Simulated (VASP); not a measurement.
Write the native input for VASP 6.6.1 that does the following.

```
Task                   : relaxation of cell and atoms
Functional             : r2SCAN
Potentials or basis    : VASP PAW PBE potentials, release 64 (Sn_d)
Cutoff                 : 600 eV
k mesh                 : 6 × 6 × 6
Occupations            : methfessel-paxton, width 0.02 eV
Spin                   : no spin polarisation
Dipole correction      : no
Further INCAR settings : ALGO = Normal; EDIFF = 1e-06; IBRION = 2; EDIFFG = -0.01; NSW = 60; ISIF = 3
```

The system is Sn.

```
CELL_PARAMETERS angstrom
0.00000 3.23334 3.23334
3.23334 0.00000 3.23334
3.23334 3.23334 0.00000
ATOMIC_POSITIONS crystal
Sn 0.00000 0.00000 0.00000
Sn 0.25000 0.25000 0.25000
```

This isn't the form of Sn at room conditions, which is tetragonal (white tin).

The input as run:

POSCAR

```
Sn
1.0
    0.0000000000      3.2333428000      3.2333428000
    3.2333428000      0.0000000000      3.2333428000
    3.2333428000      3.2333428000      0.0000000000
Sn
2
Direct
    0.0000000000      0.0000000000      0.0000000000
    0.2500000000      0.2500000000      0.2500000000
```

INCAR.step1

```
PREC     = Accurate       # precision mode
ENCUT    = 600            # plane-wave cutoff, eV
ISMEAR   = 1              # smearing method
SIGMA    = 0.02           # smearing width, eV
LREAL    = False          # projectors in reciprocal space
LASPH    = True           # aspherical terms in the spheres
NELM     = 80             # most SCF steps
GGA      = PE             # functional
ALGO     = Normal         # electronic algorithm
EDIFF    = 1E-4           # SCF threshold, eV
LWAVE    = True           # write WAVECAR
LCHARG   = False          # write CHGCAR
```

INCAR.step2

```
PREC     = Accurate       # precision mode
ENCUT    = 600            # plane-wave cutoff, eV
EDIFF    = 1E-6           # SCF threshold, eV
ISMEAR   = 1              # smearing method
SIGMA    = 0.02           # smearing width, eV
LREAL    = False          # projectors in reciprocal space
LASPH    = True           # aspherical terms in the spheres
NELM     = 80             # most SCF steps
ALGO     = Normal         # electronic algorithm
ISIF     = 3              # what is computed and relaxed
LWAVE    = False          # write WAVECAR
LCHARG   = False          # write CHGCAR
METAGGA  = R2SCAN         # meta-GGA
LMIXTAU  = True         
IBRION   = 2              # ionic algorithm
NSW      = 60             # ionic steps
EDIFFG   = -0.01          # ionic threshold
ISTART   = 1
```

KPOINTS

```
Automatic mesh
0
Gamma
  6 6 6
```

Potentials or basis: VASP PAW PBE potentials, release 64 (Sn_d).

Command:

```console
$ cat potpaw_PBE.64/Sn_d/POTCAR > POTCAR
$ cp INCAR.step1 INCAR
$ mpirun -np 1 vasp_std > vasp.out
$ cp INCAR.step2 INCAR
$ mpirun -np 1 vasp_std > vasp.out
```

It gave:

```json
{
 "Relaxed volume": "35.41 Å³/atom",
 "Relaxed cell": "a = 4.644 Å, b = 4.644 Å, c = 4.644 Å, α = 60.00°, β = 60.00°, γ = 60.00°",
 "Space group after relaxing (to 0.1 Å)": "Fd-3m (No. 227)",
 "Energy gained by relaxing": "10.9 meV/atom",
 "Ionic steps": "3",
 "Pressure after relaxing": "0.0 GPa",
 "Band gap on the k mesh": "zero (filled and empty bands touch)"
}
```

Caveat: the PAW data sets were made with another functional, which shifts forces and pressure a little; spin-orbit coupling is left out, which moves the levels of the heavy elements.

Run time: 5.7 min on 1 thread of Oxide Virtual Turin-like Processor, on a shared host, peak memory 0.22 GiB.
